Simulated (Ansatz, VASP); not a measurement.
**One calculation of Ti12H, two programs**

```xyz
13
Lattice="5.9000 0.0000 0.0000 -4.4250 7.6643 0.0000 0.0000 0.0000 4.6846" Properties=species:S:1:pos:R:3 pbc="T T T"
Ti    0.0339   -0.0192   -0.0050
Ti    0.0348    1.7204    2.3494
Ti   -1.4709    2.5845    0.0009
Ti   -1.4666    4.2669    2.3450
Ti   -2.9413    5.1131   -0.0133
Ti   -2.9430    6.7974    2.3386
Ti    2.9240   -0.0202   -0.0106
Ti    2.9198    1.7220    2.3491
Ti    1.4823    2.5676    0.0018
Ti    1.4769    4.2528    2.3531
Ti    0.0010    5.0958   -0.0064
Ti    0.0065    6.7802    2.3385
H     4.4418    0.8474    1.1696
```

Alike in both runs: functional PBE; dispersion D3(BJ); k mesh 3 × 2 × 4; occupations fermi-dirac, width 0.15 eV; no spin polarisation.

Ansatz relaxed the structure, and its values are those at the end. VASP's run is a single point on that final structure, the one shown.

|  | VASP | Ansatz |
| --- | --- | --- |
| version | VASP 6.6.1 | Ansatz 0.2.0 |
| potentials or method | VASP PAW PBE potentials, release 64 (Ti_sv, H), cutoff 520 eV | scalar-relativistic, plane waves, PAW |
| valence electrons in the cell | 145 | 145 |

```csv
,VASP,Ansatz,Ansatz less VASP
rms of the force components (eV/Å),0.011,0.011,-0.0003
```

The k mesh is coarse, so the values compare programs but aren't converged.
